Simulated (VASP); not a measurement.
Al2InN3:

```
Al In N
1.0
     2.96881    0.00000    0.00000
     0.00000    5.12912    0.00000
     0.00000    0.00000    6.05464
Al In N
2 1 3
Direct
  0.00000 0.50000 0.78245
  0.00000 0.50000 0.21755
  0.50000 0.50000 0.50000
  0.50000 0.69042 0.00000
  0.50000 0.30958 0.00000
  0.00000 0.00000 0.50000
```

```yaml
Program: VASP 6.6.1
Task: relaxation of cell and atoms
Functional: PBE
Potentials_or_basis: VASP PAW PBE potentials, release 64 (Al, In_d, N)
Cutoff: 600 eV
k_mesh: 6 × 4 × 4
Occupations: gaussian, width 0.1 eV
Spin: collinear spin, ferromagnetic start
Starting_moments: "[0.0, 0.0, 0.0, 1.0, 1.0, 1.0] μB"
```

At the start: pressure 12.7 GPa; volume 15.37 Å³/atom.

Q: Where does the relaxation end?

A: Over 16 steps the energy falls by 982.0 meV/atom and the volume is 13.92 Å³/atom (-9.4 %); space group Pmmm (No. 47, to 0.05 Å); moment 0.00 μB per cell.

Step by step:
```csv
step,energy change (eV),largest force (eV/Å),pressure (GPa),volume (Å³)
1,0.0000,8.6994,12.70,92.20
2,-3.0832,4.6405,-5.29,107.66
3,-3.8088,0.5298,-6.66,102.20
4,-3.8149,0.9432,-6.83,102.79
5,-5.2965,2.0166,-2.87,95.00
6,-5.3722,2.4482,-0.74,93.00
7,-5.5427,1.2016,-4.99,91.09
8,-5.5890,0.5022,-3.85,91.75
9,-5.7721,0.0771,-0.92,86.75
10,-5.8427,0.1665,3.15,81.89
11,-5.8570,0.3343,0.21,82.07
12,-5.8829,0.1724,1.39,82.01
13,-5.8917,0.0724,0.01,83.39
14,-5.8918,0.0764,-0.14,83.55
15,-5.8921,0.0692,0.17,83.47
16,-5.8922,0.0377,0.07,83.49
```

Final structure:
```
CELL_PARAMETERS angstrom
2.80276 0.00000 0.00000
0.00000 4.00863 0.00000
0.00000 0.00000 7.43115
ATOMIC_POSITIONS crystal
Al 0.00000 0.50000 0.83632
Al 0.00000 0.50000 0.16368
In 0.50000 0.50000 0.50000
N 0.50000 0.70956 0.00000
N 0.50000 0.29044 0.00000
N 0.00000 0.00000 0.50000
```
